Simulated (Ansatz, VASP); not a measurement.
Ir in VASP and in Ansatz

```
Ir
1.0
     0.00000    1.93588    1.93588
     1.93588    0.00000    1.93588
     1.93588    1.93588    0.00000
Ir
1
Cartesian
  0.0000 0.0000 0.0000
```

Alike in both runs: functional PBE; k mesh 20 × 20 × 20; occupations gaussian, width 0.3 eV; no spin polarisation.

Ansatz relaxed the structure, and its values are those at the end. VASP's run is a single point on that final structure, the one shown.

```csv
,VASP,Ansatz
version,VASP 6.6.1,Ansatz 0.2.0
potentials or method,"VASP PAW PBE potentials, release 64 (Ir), cutoff 500 eV","scalar-relativistic, plane waves, PAW"
valence electrons in the cell,9,17
```

```tsv
	VASP	Ansatz	Ansatz less VASP
gap on the k mesh at the Fermi level (eV)	none	none	-
pressure (GPa)	0.5	0.0	-0.47
```

A gap of «none» marks a metal or a gap that the smearing closes. VASP's potentials hold 9 valence electrons a cell and Ansatz's 17, so a difference there can come from the potentials and not from the codes.

Spin-orbit coupling is off throughout.
